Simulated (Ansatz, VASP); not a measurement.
# One calculation of Ba, two programs

```
Ba
1.0
     4.07163    0.00000    0.00000
     0.00000    4.07163    0.00000
     0.00000    0.00000    4.07163
Ba
1
Direct
  0.00000 0.00000 0.00000
```

Alike in both runs: task relaxation of cell and atoms; functional PBE; k mesh 8 × 8 × 8; occupations fermi-dirac, width 0.1 eV; no spin polarisation.

|  | VASP | Ansatz |
| --- | --- | --- |
| version | VASP 6.6.1 | Ansatz 0.2.0 |
| potentials or method | VASP PAW PBE potentials, release 64 (Ba_sv), cutoff 600 eV | plane waves (420 eV) with PAW, scalar-relativistic |
| valence electrons in the cell | 10 | 10 |

VASP gave:

```
relaxed volume (Å³/atom)                                     : 62.78
relaxed cell length with the largest relative difference (Å) : 3.974
```

Question: What did Ansatz give for the same quantities?

Answer: Relaxed volume (Å³/atom): 61.82; relaxed cell length with the largest relative difference (Å): 3.954.

Neither program's run includes spin-orbit coupling.
